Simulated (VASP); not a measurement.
Wanted: the native input for a VASP 6.6.1 run.

```
Task                   : single point
Functional             : LDA
Potentials or basis    : VASP PAW LDA potentials, release 64 (Hf_pv)
Cutoff                 : 520 eV
k mesh                 : 6 × 6 × 4
Occupations            : gaussian, width 0.1 eV
Spin                   : no spin polarisation
Dipole correction      : no
Further INCAR settings : ALGO = Normal; EDIFF = 1e-06; NBANDS = 17
```

The structure of Hf lies in POSCAR:

```
Hf
1.0
    3.1923846300      0.0000000000      0.0000000000
   -1.5961923200      2.7646861900      0.0000000000
    0.0000000000      0.0000000000      5.0450416400
Hf
2
Direct
    0.3333333300      0.6666666700      0.2500000000
    0.6666666700      0.3333333300      0.7500000000
```

One way to write it, as run:

INCAR

```
  ALGO = Normal
  EDIFF = 1E-6
  ENCUT = 520
  ISIF = 2
  ISMEAR = 0
  LASPH = T
  LCHARG = F
  LREAL = F
  LWAVE = F
  NBANDS = 17
  NELM = 60
  PREC = Accurate
  SIGMA = 0.1
```

KPOINTS

```
k-points
0
Gamma
  6 6 4
```

Potentials or basis: VASP PAW LDA potentials, release 64 (Hf_pv).

The run is started by

```console
$ cat potpaw_LDA.64/Hf_pv/POTCAR > POTCAR
$ mpirun -np 1 vasp_std > vasp.out
```

Results of the run:

* Pressure: -7.1 GPa
* Band gap on the k mesh: zero (band 10 reaches 5.93 eV, above the bottom of band 11 at 4.69 eV)

Caveat: the k points lie up to 0.38 Å⁻¹ apart; spin-orbit coupling is left out, which moves the levels of the heavy elements.

Run time: 5 s on 1 thread of Intel(R) Xeon(R) 6975P-C (Granite Rapids), on a shared host, peak memory 0.14 GiB.
